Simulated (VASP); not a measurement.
# GaP (I-4m2) in VASP: a series of runs

GaP is run at these levels: r2SCAN; tasks: single point.

Program: VASP 6.6.1. These are calculated values, not measurements. Logs are shortened: lines on timing, memory, paths and dates and some standing lists are left out, and cuts for length are marked.

**1. The cell of the first run**

The structure is tetragonal, space group I-4m2 (No. 119). The conventional cell has a = 3.816 Å, b = 3.816 Å, c = 5.498 Å, α = 90.00°, β = 90.00°, γ = 90.00°. Ga (site symmetry -4m2) has 4 P at 2.35 Å within 3.1 Å. Within 3.1 Å of P (site symmetry -4m2) lie 4 Ga at 2.35 Å.

**2. Single point, r2SCAN, non-collinear spin, zero start, spin-orbit coupling (epitaxial xy strain -1.0%)**

POSCAR reads:

```
GaP
1.0
    0.0000000000      2.6981452945      2.7489678072
    2.6981452945      0.0000000000      2.7489678072
    2.6981452945      2.6981452945      0.0000000000
Ga P
1 1
Direct
    0.0000000000      0.0000000000      0.0000000000
    0.2500000000      0.2500000000      0.2500000000
```

INCAR.step1 reads:

```
PREC = Accurate ; ENCUT = 520
ISMEAR = 0 ; SIGMA = 0.01
LREAL = F ; LASPH = T
NELM = 150 ; LNONCOLLINEAR = T
MAGMOM = 0 0 0 0 0 0 ; LSORBIT = T
GGA_COMPAT = F ; NBANDS = 30
GGA = PE ; ALGO = Normal
EDIFF = 1E-4 ; LWAVE = T
LCHARG = F
```

INCAR.step2 reads:

```
PREC = Accurate ; ENCUT = 520
EDIFF = 1E-6 ; ISMEAR = 0
SIGMA = 0.01 ; LREAL = F
LASPH = T ; NELM = 150
ALGO = Normal ; ISIF = 2
LWAVE = F ; LCHARG = F
LNONCOLLINEAR = T ; MAGMOM = 0 0 0 0 0 0
LORBIT = 11 ; LSORBIT = T
GGA_COMPAT = F ; LORBMOM = T
METAGGA = R2SCAN ; LMIXTAU = T
NBANDS = 30 ; ISTART = 1
```

KPOINTS reads:

```
regular mesh
0
Gamma
  8 8 8
```

Potentials or basis: VASP PAW PBE potentials, release 64 (Ga_d, P).

Started as:

```console
cat potpaw_PBE.64/Ga_d/POTCAR potpaw_PBE.64/P/POTCAR > POTCAR
cp INCAR.step1 INCAR
mpirun -np 1 vasp_ncl > vasp.out
cp INCAR.step2 INCAR
mpirun -np 1 vasp_ncl > vasp.out
```

OUTCAR:

```text
PREC = Accurate
   ENCUT = 520
   EDIFF = 1E-6
   ISMEAR = 0
   LREAL = F
   LASPH = T
   NELM = 150
   ISIF = 2
   LNONCOLLINEAR = T
   LORBIT = 11
   LSORBIT = T
   METAGGA = R2SCAN
   ISTART = 1

 ion  position               nearest neighbor table
   1  0.000  0.000  0.000-   2 2.35   2 2.35   2 2.35   2 2.35
   2  0.250  0.250  0.250-   1 2.35   1 2.35   1 2.35   1 2.35

  LATTYP: Found a body centered tetragonal cell.
 ALAT       =     3.8157536687
 C/A-ratio  =     1.4408518190

  Lattice vectors:

 A1 = (  -2.6981452945,   0.0000000000,   2.7489678072)
 A2 = (   2.6981452945,   0.0000000000,   2.7489678072)
 A3 = (   0.0000000000,   2.6981452945,  -2.7489678072)

Analysis of symmetry for initial positions (statically):
=====================================================================
 Subroutine PRICEL returns:
 Original cell was already a primitive cell.

 Routine SETGRP: Setting up the symmetry group for a
 body centered tetragonal supercell.

 Subroutine GETGRP returns: Found  8 space group operations
 (whereof  8 operations were pure point group operations)
 out of a pool of 16 trial point group operations.

The static configuration has the point symmetry D_2d.

Analysis of symmetry for dynamics (positions and initial velocities):
=====================================================================
 Subroutine PRICEL returns:
 Original cell was already a primitive cell.

 Routine SETGRP: Setting up the symmetry group for a
 body centered tetragonal supercell.

 Subroutine GETGRP returns: Found  8 space group operations
 (whereof  8 operations were pure point group operations)
 out of a pool of 16 trial point group operations.

The dynamic configuration has the point symmetry D_2d.

Analysis of structural, dynamic, and magnetic symmetry:
=====================================================================
 Subroutine PRICEL returns:
 Original cell was already a primitive cell.

 Routine SETGRP: Setting up the symmetry group for a
 body centered tetragonal supercell.

 Subroutine GETGRP returns: Found  8 space group operations
 (whereof  8 operations were pure point group operations)
 out of a pool of 16 trial point group operations.

The overall configuration has the point symmetry D_2d.

 Subroutine INISYM returns: Found  8 space group operations
 (whereof  8 operations are pure point group operations),
 and found     1 'primitive' translations

----------------------------------------------------------------------------------------

                                     Primitive cell

  volume of cell :      40.0249

  direct lattice vectors                    reciprocal lattice vectors
     0.000000000  2.698145295  2.748967807    -0.185312482  0.185312482  0.181886452
     2.698145295  0.000000000  2.748967807     0.185312482 -0.185312482  0.181886452
     2.698145295  2.698145295  0.000000000     0.185312482  0.185312482 -0.181886452

  length of vectors
     3.851858257  3.851858257  3.815753669     0.319004879  0.319004879  0.319004879

  position of ions in fractional coordinates (direct lattice)
     0.000000000  0.000000000  0.000000000
     0.250000000  0.250000000  0.250000000

  ion indices of the primitive-cell ions
   primitive index   ion index
                 1           1
                 2           2

----------------------------------------------------------------------------------------

 KPOINTS: regular mesh

Automatic generation of k-mesh.
 Grid dimensions read from file:
 generate k-points for:    8    8    8

 Generating k-lattice:

  Cartesian coordinates                     Fractional coordinates (reciprocal lattice)
    -0.023164060  0.023164060  0.022735806     0.125000000 -0.000000000  0.000000000
     0.023164060 -0.023164060  0.022735806    -0.000000000  0.125000000  0.000000000
     0.023164060  0.023164060 -0.022735806     0.000000000  0.000000000  0.125000000

  Length of vectors
     0.039875610  0.039875610  0.039875610
[... 86 lines left out ...]
  energy-cutoff  :      520.00
  volume of cell :       40.02
 maximum number of plane-waves:      2180
 NGX is ok and might be reduce to    30
   NGX = 15   NGY = 15   NGZ = 15

 number of electron      18.0000002 magnetization       0.0000000     -0.0000000      0.0000000

 number of electron      18.0000002 magnetization       0.0000000     -0.0000000     -0.0000000

 Free energy of the ion-electron system (eV)
  ---------------------------------------------------
  ext. energy  EPLUGINS =         0.00000000
  ---------------------------------------------------
  free energy    TOTEN  =       -21.46488815 eV

  energy without entropy =      -21.46488815  energy(sigma->0) =      -21.46488815

 E-fermi :   4.7615     XC(G=0): -10.6046

 val. band max:        4.6439846988   @ k =   0.0000   0.0000   0.0000
 cond. band min:       6.4055259647   @ k =   0.3750   0.0000   0.3750
 fundamental gap:      1.7615412658
 Fermi energy:         4.7615194764

 k-point     1 :       0.0000    0.0000    0.0000
  band No.  band energies     occupation
      1     -10.6646      1.00000
      2     -10.6646      1.00000
      3     -10.6610      1.00000
      4     -10.6610      1.00000
      5     -10.2470      1.00000
      6     -10.2470      1.00000
[... 781 lines left out ...]
     29      17.0230      0.00000
     30      17.0276      0.00000

 [... further k-points ...]
[... 5 lines left out ...]
  --------------------------------------------------------------------------------------
  -------------------------------------------------------------------------------------
  Total        0.3606281      0.3606281     -0.0319074      0.0000000      0.0000000      0.0000000
  in kB       14.4357666     14.4357666     -1.2772377      0.0000000      0.0000000      0.0000000
  external PRESSURE =       9.1980985 kB  Pullay stress =       0.0000000 kB

 VOLUME and BASIS-vectors are now :
 -----------------------------------------------------------------------------
  energy-cutoff  :      520.00
  volume of cell :       40.02
      direct lattice vectors                 reciprocal lattice vectors
     0.000000000  2.698145295  2.748967807    -0.185312482  0.185312482  0.181886452
     2.698145295  0.000000000  2.748967807     0.185312482 -0.185312482  0.181886452
     2.698145295  2.698145295  0.000000000     0.185312482  0.185312482 -0.181886452

 POSITION                                       TOTAL-FORCE (eV/Angst)
 -----------------------------------------------------------------------------------
      0.00000      0.00000      0.00000        -0.000000     -0.000000     -0.000000
      1.34907      1.34907      1.37448         0.000000      0.000000      0.000000
 -----------------------------------------------------------------------------------
    total drift:                               -0.000173     -0.000173     -0.000068

  FREE ENERGIE OF THE ION-ELECTRON SYSTEM (eV)
  ---------------------------------------------------
  free  energy   TOTEN  =       -21.4648881498 eV

  energy  without entropy=      -21.4648881498  energy(sigma->0) =      -21.46488815

 orbital moment (x)

 # of ion     p       d       tot
 ----------------------------------------
  1         0.000   0.000   0.000
  2        -0.000   0.000  -0.000
 ----------------------------------------
            0.000   0.000   0.000

 orbital moment (y)

 # of ion     p       d       tot
 ----------------------------------------
  1         0.000   0.000   0.000
  2         0.000   0.000   0.000
 ----------------------------------------
            0.000   0.000   0.000

 orbital moment (z)

 # of ion     p       d       tot
 ----------------------------------------
  1         0.000   0.000   0.000
  2         0.000   0.000   0.000
 ----------------------------------------
            0.000   0.000   0.000

 Spin-Orbit-Coupling matrix elements

 Ion:    1  E_soc:     -0.0113056
 l=   1
     0.0000000    -0.0010572    -0.0010562
    -0.0010572     0.0000000    -0.0010572
    -0.0010562    -0.0010572     0.0000000
 l=   2
     0.0000000    -0.0001687     0.0000000    -0.0001687    -0.0006587
    -0.0001687     0.0000000    -0.0004940    -0.0001689    -0.0001646
     0.0000000    -0.0004940     0.0000000    -0.0004940     0.0000000
    -0.0001687    -0.0001689    -0.0004940     0.0000000    -0.0001646
    -0.0006587    -0.0001646     0.0000000    -0.0001646     0.0000000
 l=   3
     0.0000000     0.0000000     0.0000000     0.0000000     0.0000000     0.0000000     0.0000000
     0.0000000     0.0000000     0.0000000     0.0000000     0.0000000     0.0000000     0.0000000
     0.0000000     0.0000000     0.0000000     0.0000000     0.0000000     0.0000000     0.0000000
     0.0000000     0.0000000     0.0000000     0.0000000     0.0000000     0.0000000     0.0000000
     0.0000000     0.0000000     0.0000000     0.0000000     0.0000000     0.0000000     0.0000000
     0.0000000     0.0000000     0.0000000     0.0000000     0.0000000     0.0000000     0.0000000
     0.0000000     0.0000000     0.0000000     0.0000000     0.0000000     0.0000000     0.0000000

 Ion:    2  E_soc:     -0.0008322
 l=   1
     0.0000000    -0.0001382    -0.0001397
    -0.0001382     0.0000000    -0.0001382
    -0.0001397    -0.0001382     0.0000000
 l=   2
     0.0000000     0.0000000     0.0000000     0.0000000     0.0000000
     0.0000000     0.0000000     0.0000000     0.0000000     0.0000000
     0.0000000     0.0000000     0.0000000     0.0000000     0.0000000
     0.0000000     0.0000000     0.0000000     0.0000000     0.0000000
     0.0000000     0.0000000     0.0000000     0.0000000     0.0000000
 l=   3
     0.0000000     0.0000000     0.0000000     0.0000000     0.0000000     0.0000000     0.0000000
     0.0000000     0.0000000     0.0000000     0.0000000     0.0000000     0.0000000     0.0000000
     0.0000000     0.0000000     0.0000000     0.0000000     0.0000000     0.0000000     0.0000000
     0.0000000     0.0000000     0.0000000     0.0000000     0.0000000     0.0000000     0.0000000
     0.0000000     0.0000000     0.0000000     0.0000000     0.0000000     0.0000000     0.0000000
     0.0000000     0.0000000     0.0000000     0.0000000     0.0000000     0.0000000     0.0000000
     0.0000000     0.0000000     0.0000000     0.0000000     0.0000000     0.0000000     0.0000000

 total charge

# of ion       s       p       d       tot
------------------------------------------
    1        0.832   0.860  10.020  11.712
    2        1.008   1.549   0.000   2.557
--------------------------------------------------
tot          1.840   2.408  10.020  14.269

 magnetization (x)

# of ion       s       p       d       tot
------------------------------------------
    1        0.000   0.000  -0.000   0.000
    2       -0.000   0.000   0.000   0.000
--------------------------------------------------
tot         -0.000   0.000  -0.000   0.000

 magnetization (y)

# of ion       s       p       d       tot
------------------------------------------
    1        0.000  -0.000   0.000  -0.000
    2        0.000  -0.000   0.000  -0.000
--------------------------------------------------
tot          0.000  -0.000   0.000  -0.000

 magnetization (z)

# of ion       s       p       d       tot
------------------------------------------
    1        0.000   0.000   0.000   0.000
    2        0.000  -0.000   0.000  -0.000
--------------------------------------------------
tot          0.000  -0.000   0.000  -0.000
```

It took 10 min on 1 thread of Intel Xeon 6975P-C (Granite Rapids), shared host; peak memory 0.41 GiB.

What came out:

```
Free energy                                           : -21.4649 eV
Pressure                                              : 0.9 GPa
Net moment                                            : 0.00 μB per cell
Valence electrons inside the program's atomic spheres : Ga 11.71; P 2.56
```

Moments on the atoms (μB; x, y, z):
```
Ga  0.00 0.00 0.00
P   0.00 0.00 0.00
```

Caveat: the cell differs from its parent crystal (epitaxial xy strain -1.0%); the PAW data sets were made with another functional, which shifts forces and pressure a little.

[end of part 1 of 2]
